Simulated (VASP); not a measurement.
# Ge (a cell with a defect) in VASP: single point with PBE

Aim: the single point of Ge (a cell with a defect) with PBE.

Everything below comes from runs of VASP 6.6.1. Logs are shortened: lines on timing, memory, paths and dates and some standing lists are left out, and cuts for length are marked.

## (1) The cell of the first run

The cell holds a defect, 17 atoms: a = 8.004 Å, b = 8.004 Å, c = 8.004 Å, α = 60.00°, β = 60.00°, γ = 60.00°.

## (2) Single point, PBE

INCAR reads:

```
ALGO = Normal ; EDIFF = 1E-6
ENCUT = 520 ; GGA = PE
ISIF = 2 ; ISMEAR = -1
LASPH = T ; LCHARG = F
LREAL = Auto ; LWAVE = F
NBANDS = 133 ; NELM = 100
PREC = Accurate ; SIGMA = 0.05
```

KPOINTS reads:

```
k-points
0
Gamma
  2 2 2
```

POSCAR reads:

```
Ge
1.0
    0.0000000000      5.6600000000      5.6600000000
    5.6600000000      0.0000000000      5.6600000000
    5.6600000000      5.6600000000      0.0000000000
Ge
17
Direct
   -0.0461307420     -0.0271201413      0.1220494700
    0.1076590106      0.0893727915      0.2039134276
    0.1037720848     -0.0523233216      0.5578356890
   -0.1438604240      0.1949911661      0.7909275618
    0.0161219081      0.4557508834      0.0455035336
    0.1863074205      0.6387809187      0.0272084806
   -0.0607597173      0.5040636042      0.4300176678
    0.2054063604      0.5227738516      0.6624734982
    0.4647879859      0.0516961131      0.0194699647
    0.5821643110      0.0830477032      0.2176060071
    0.3081360424      0.1912455830      0.5710512367
    0.6183922261      0.1694699647      0.6214840989
    0.5353180212      0.4885512367     -0.0220318021
    0.7199911661      0.6946201413     -0.0575353357
    0.5925706714      0.5462102473      0.3990371025
    0.4096201413      0.7488074205      0.6759628975
    0.7340901060      0.8590194346      0.5485247350
```

Potentials or basis: VASP PAW PBE potentials, release 64 (Ge_d).

Launch:

```
$ cat potpaw_PBE.64/Ge_d/POTCAR > POTCAR
$ mpirun -np 1 vasp_std > vasp.out
```

OUTCAR:

```text
EDIFF = 1E-6
   ENCUT = 520
   GGA = PE
   ISIF = 2
   ISMEAR = -1
   LASPH = T
   LREAL = Auto
   NELM = 100
   PREC = Accurate

 ion  position               nearest neighbor table
   1  0.954  0.973  0.122-   2 2.32  10 2.45   4 2.60   6 2.61  17 2.84
   2  0.108  0.089  0.204-   1 2.32   9 2.41   5 2.41   3 2.46
   3  0.104  0.948  0.558-   2 2.46  16 2.52   4 2.72   8 2.83
   4  0.856  0.195  0.791-   1 2.60   3 2.72   7 2.74  13 2.83
   5  0.016  0.456  0.046-   6 2.37  14 2.41   2 2.41   8 2.55
   6  0.186  0.639  0.027-  13 2.33   5 2.37  16 2.44   1 2.61   7 2.78
   7  0.939  0.504  0.430-   4 2.74  15 2.75   6 2.78  17 2.85
   8  0.205  0.523  0.662-   5 2.55  11 2.72  15 2.78   3 2.83
   9  0.465  0.052  0.019-  10 2.36   2 2.41  12 2.61  14 2.72
  10  0.582  0.083  0.218-   9 2.36   1 2.45  13 2.76  11 2.81  17 2.83
  11  0.308  0.191  0.571-  12 2.62   8 2.72  10 2.81
  12  0.618  0.169  0.621-  17 2.45  15 2.59   9 2.61  11 2.62
  13  0.535  0.489  0.978-   6 2.33  16 2.55  14 2.56  10 2.76   4 2.83
  14  0.720  0.695  0.942-   5 2.41  13 2.56  17 2.71   9 2.72
  15  0.593  0.546  0.399-  12 2.59   7 2.75  16 2.77   8 2.78
  16  0.410  0.749  0.676-   6 2.44   3 2.52  13 2.55  17 2.70  15 2.77
  17  0.734  0.859  0.549-  12 2.45  16 2.70  14 2.71  10 2.83   1 2.84   7 2.85

  LATTYP: Found a face centered cubic cell.
 ALAT       =    11.3200000000

  Lattice vectors:

 A1 = (   0.0000000000,   5.6600000000,   5.6600000000)
 A2 = (   5.6600000000,   0.0000000000,   5.6600000000)
 A3 = (   5.6600000000,   5.6600000000,   0.0000000000)

Analysis of symmetry for initial positions (statically):
=====================================================================
 Subroutine PRICEL returns:
 Original cell was already a primitive cell.

 Routine SETGRP: Setting up the symmetry group for a
 face centered cubic supercell.

 Subroutine GETGRP returns: Found  1 space group operations
 (whereof  1 operations were pure point group operations)
 out of a pool of 48 trial point group operations.

The static configuration has the point symmetry C_1 .

Analysis of symmetry for dynamics (positions and initial velocities):
=====================================================================
 Subroutine PRICEL returns:
 Original cell was already a primitive cell.

 Routine SETGRP: Setting up the symmetry group for a
 face centered cubic supercell.

 Subroutine GETGRP returns: Found  1 space group operations
 (whereof  1 operations were pure point group operations)
 out of a pool of 48 trial point group operations.

The dynamic configuration has the point symmetry C_1 .

 Subroutine INISYM returns: Found  1 space group operations
 (whereof  1 operations are pure point group operations),
 and found     1 'primitive' translations

----------------------------------------------------------------------------------------

                                     Primitive cell

  volume of cell :     362.6430

  direct lattice vectors                    reciprocal lattice vectors
     0.000000000  5.660000000  5.660000000    -0.088339223  0.088339223  0.088339223
     5.660000000  0.000000000  5.660000000     0.088339223 -0.088339223  0.088339223
     5.660000000  5.660000000  0.000000000     0.088339223  0.088339223 -0.088339223

  length of vectors
     8.004448763  8.004448763  8.004448763     0.153008022  0.153008022  0.153008022

  position of ions in fractional coordinates (direct lattice)
     0.953869258  0.972879859  0.122049470
     0.107659011  0.089372791  0.203913428
     0.103772085  0.947676678  0.557835689
     0.856139576  0.194991166  0.790927562
     0.016121908  0.455750883  0.045503534
     0.186307421  0.638780919  0.027208481
[... 9 lines left out ...]
     0.409620141  0.748807421  0.675962897
     0.734090106  0.859019435  0.548524735

  ion indices of the primitive-cell ions
   primitive index   ion index
                 1           1
                 2           2
                 3           3
                 4           4
                 5           5
                 6           6
[... 9 lines left out ...]
                16          16
                17          17

----------------------------------------------------------------------------------------

 KPOINTS: k-points

Automatic generation of k-mesh.
 Grid dimensions read from file:
 generate k-points for:    2    2    2

 Generating k-lattice:

  Cartesian coordinates                     Fractional coordinates (reciprocal lattice)
    -0.044169611  0.044169611  0.044169611     0.500000000  0.000000000  0.000000000
     0.044169611 -0.044169611  0.044169611     0.000000000  0.500000000  0.000000000
     0.044169611  0.044169611 -0.044169611     0.000000000  0.000000000  0.500000000

  Length of vectors
     0.076504011  0.076504011  0.076504011

  Shift w.r.t. Gamma in fractional coordinates (k-lattice)
     0.000000000  0.000000000  0.000000000

 Subroutine IBZKPT returns following result:
 ===========================================

 Found      8 irreducible k-points:

 Following reciprocal coordinates:
            Coordinates               Weight
  0.000000  0.000000  0.000000      1.000000
  0.500000  0.000000  0.000000      1.000000
  0.000000  0.500000  0.000000      1.000000
  0.000000  0.000000  0.500000      1.000000
  0.500000  0.500000  0.500000      1.000000
  0.500000  0.500000  0.000000      1.000000
  0.000000  0.500000  0.500000      1.000000
  0.500000  0.000000  0.500000      1.000000
   k-points           NKPTS =      8   k-points in BZ     NKDIM =      8   number of bands    NBANDS=    133
   number of dos      NEDOS =    301   number of ions     NIONS =     17
   total plane-waves  NPLWV = 216000
   dimension x,y,z NGX =    60 NGY =   60 NGZ =   60
   dimension x,y,z NGXF=   120 NGYF=  120 NGZF=  120
   ions per type =              17
   NGX,Y,Z   is equivalent  to a cutoff of  12.46, 12.46, 12.46 a.u.
   NGXF,Y,Z  is equivalent  to a cutoff of  24.92, 24.92, 24.92 a.u.
 SYSTEM =  unknown system
   PREC   = accura    normal or accurate (medium, high low for compatibility)
   ISTART =      0    job   : 0-new  1-cont  2-samecut
   ICHARG =      2    charge: 1-file 2-atom 10-const
   ISPIN  =      1    spin polarized calculation?
   LNONCOLLINEAR =      F non collinear calculations
   LSORBIT =      F    spin-orbit coupling
   LASPH  =      T    aspherical Exc in radial PAW
   ENCUT  =  520.0 eV  38.22 Ry    6.18 a.u.  14.88 14.88 14.88*2*pi/ulx,y,z
   NELM   =    100;   NELMIN=  2; NELMDL= -5     # of ELM steps
   EDIFF  = 0.1E-05   stopping-criterion for ELM
   LREAL  =      T    real-space projection
   EDIFFG = 0.1E-04   stopping-criterion for IOM
   NSW    =      0    number of steps for IOM
   IBRION =     -1    ionic relax: 0-MD 1-quasi-New 2-CG
   NFREE  =      0    steps in history (QN), initial steepest desc. (CG)
   ISIF   =      2    stress and relaxation
   ISYM   =      2    0-nonsym 1-usesym 2-fastsym
   POTIM  = 0.5000    time-step for ionic-motion
   TEBEG  =    0.0;   TEEND  =   0.0 temperature during run
   PSTRESS=    0.0 pullay stress
   NELECT =     238.0000    total number of electrons
   NUPDOWN=      -1.0000    fix difference up-down
   EMIN   =  10.00;   EMAX   =-10.00  energy-range for DOS
   EFERMI =   0.00;   METHOD = LEGACY
   ISMEAR =    -1;   SIGMA  =   0.05  broadening in eV -4-tet -1-fermi 0-gaus
   EFERMI_NEDOS =   21; number of points for ismear=-14 and -15
   IALGO  =     38    algorithm
   IMIX   =      4    mixing-type and parameters
     AMIX     =   0.40;   BMIX     =  1.00
     AMIX_MAG =   1.60;   BMIX_MAG =  1.00
  volume/ion in A,a.u.               =      21.33       143.96
  Fermi-wavevector in a.u.,A,eV,Ry     =   1.422681  2.688476 27.538462  2.024020
  Thomas-Fermi vector in A             =   2.543359
   LORBIT       =      0    0 simple, 1 ext, 2 COOP (PROOUT), +10 PAW based schemes
   GGA     = PE    functional components
   LHFCALC =     F    Hartree Fock is set to
   AEXX    =    0.0000 exact exchange contribution
   IVDW    =     0    specifies the selected vdW correction
   LEPSILON=     F    determine dielectric tensor
   LRPA    =     F    only Hartree local field effects (RPA)
 non-spin polarized calculation
  energy-cutoff  :      520.00
  volume of cell :      362.64
 maximum number of plane-waves:      9841
 NGX is ok and might be reduce to    60
   NGX = 29   NGY = 29   NGZ = 29

 number of electron     238.0000020 magnetization

 Free energy of the ion-electron system (eV)
  ---------------------------------------------------
  ext. energy  EPLUGINS =         0.00000000
  ---------------------------------------------------
  free energy    TOTEN  =       -69.62479228 eV

  energy without entropy =      -69.56623602  energy(sigma->0) =      -69.59551415

 E-fermi :   5.2795     XC(G=0): -10.4247

 val. band max:        5.2724258415   @ k =   0.5000   0.0000   0.0000
 cond. band min:       5.3062562330   @ k =   0.5000   0.0000   0.5000
 fundamental gap:      0.0338303915
 Fermi energy:         5.2794590376

 k-point     1 :       0.0000    0.0000    0.0000
  band No.  band energies     occupation
      1     -19.6074      2.00000
      2     -19.5586      2.00000
      3     -19.5370      2.00000
      4     -19.5176      2.00000
      5     -19.5014      2.00000
      6     -19.4856      2.00000
[... 123 lines left out ...]
    130       7.5262      0.00000
    131       7.7019      0.00000

 k-point     2 :       0.5000    0.0000    0.0000
  band No.  band energies     occupation
      1     -19.6077      2.00000
      2     -19.5601      2.00000
      3     -19.5399      2.00000
      4     -19.5206      2.00000
      5     -19.5033      2.00000
      6     -19.4844      2.00000
[... 927 lines left out ...]
    130       8.5020      0.00000
    131       8.8654      0.00000
 [bands above 131 left out]

------------------------ aborting loop because EDIFF is reached ----------------------------------------

  FORCE on cell =-STRESS in cart. coord.  units (eV):
  Direction    XX          YY          ZZ          XY          YZ          ZX
  --------------------------------------------------------------------------------------
  -------------------------------------------------------------------------------------
  Total        5.9315618     14.5108772     12.2421448     -0.8859919      4.5802057     -0.3686857
  in kB       26.2059770     64.1098796     54.0864908     -3.9143627     20.2356088     -1.6288745
  external PRESSURE =      48.1341158 kB  Pullay stress =       0.0000000 kB

 VOLUME and BASIS-vectors are now :
 -----------------------------------------------------------------------------
  energy-cutoff  :      520.00
  volume of cell :      362.64
      direct lattice vectors                 reciprocal lattice vectors
     0.000000000  5.660000000  5.660000000    -0.088339223  0.088339223  0.088339223
     5.660000000  0.000000000  5.660000000     0.088339223 -0.088339223  0.088339223
     5.660000000  5.660000000  0.000000000     0.088339223  0.088339223 -0.088339223

 POSITION                                       TOTAL-FORCE (eV/Angst)
 -----------------------------------------------------------------------------------
      6.19730      6.08970     10.90540        -1.598009     -0.480560     -0.847267
      1.66000      1.76350      1.11520         0.542882      0.856719      0.618030
      8.52120      3.74470      5.95120         0.649245     -0.145769     -0.796210
      5.58030      9.32240      5.94940        -0.627379     -0.748842      0.419356
      2.83710      0.34880      2.67080        -0.235559     -0.061007     -0.243731
      3.76950      1.20850      4.67000         2.178972     -0.176688     -0.532785
[... 9 lines left out ...]
      8.06420      6.14440      6.55670        -1.057520     -0.723272      1.708500
      7.96670      7.25960      9.01700        -0.952310      0.735980     -0.622488
 -----------------------------------------------------------------------------------
    total drift:                               -0.000011     -0.002480      0.000880

  FREE ENERGIE OF THE ION-ELECTRON SYSTEM (eV)
  ---------------------------------------------------
  free  energy   TOTEN  =       -69.6247922817 eV

  energy  without entropy=      -69.5662360246  energy(sigma->0) =      -69.59551415
```

Wall time 10 min (1 thread of Intel Xeon Platinum 8488C (Sapphire Rapids), shared host); peak memory 0.59 GiB.

Results:

```
Free energy            : -69.6248 eV
Pressure               : 4.8 GPa
Largest force          : 2.350 eV/Å
Band gap on the k mesh : zero (band 119 reaches 5.31 eV, above the bottom of band 120 at 5.02 eV)
```

Forces in eV/Å, atoms in the order of the input:
```
Ge  -1.598 -0.481 -0.847
Ge   0.543  0.857  0.618
Ge   0.649 -0.146 -0.796
Ge  -0.627 -0.749  0.419
Ge  -0.236 -0.061 -0.244
Ge   2.179 -0.177 -0.533
Ge   0.502  0.411 -0.072
Ge  -0.421 -0.575  0.009
Ge  -1.710 -0.198 -0.003
Ge   1.615 -0.017  0.048
Ge  -0.021 -0.361 -0.244
Ge   0.880  0.037  0.785
Ge  -0.805  2.207  0.081
Ge   0.822 -1.059 -0.336
Ge   0.237  0.300  0.030
Ge  -1.058 -0.723  1.708
Ge  -0.952  0.736 -0.622
```

Caveat: the k points lie up to 0.48 Å⁻¹ apart.
